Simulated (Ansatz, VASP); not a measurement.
# Ga: VASP beside Ansatz

```
CELL_PARAMETERS angstrom
-1.68642 1.68642 1.68642
1.68642 -1.68642 1.68642
1.68642 1.68642 -1.68642
ATOMIC_POSITIONS crystal
Ga 0.00000 0.00000 0.00000
```

Alike in both runs: functional PBE; k mesh 18 × 18 × 18; occupations fermi-dirac, width 0.1 eV; no spin polarisation.

Ansatz relaxed the structure, and its values are those at the end. VASP's run is a single point on that final structure, the one shown.

```csv
,VASP,Ansatz
version,VASP 6.6.1,Ansatz 0.2.0
potentials or method,"VASP PAW PBE potentials, release 64 (Ga_d)","PAW with Ansatz's default frozen-core files, scalar-relativistic"
plane-wave cutoff (eV),520,420
valence electrons in the cell,13,13
```

|  | VASP | Ansatz | Ansatz less VASP |
| --- | --- | --- | --- |
| pressure (GPa) | 0.1 | 0.0 | -0.06 |

With one functional, cell and mesh, what is left measures potentials, basis and numerics.
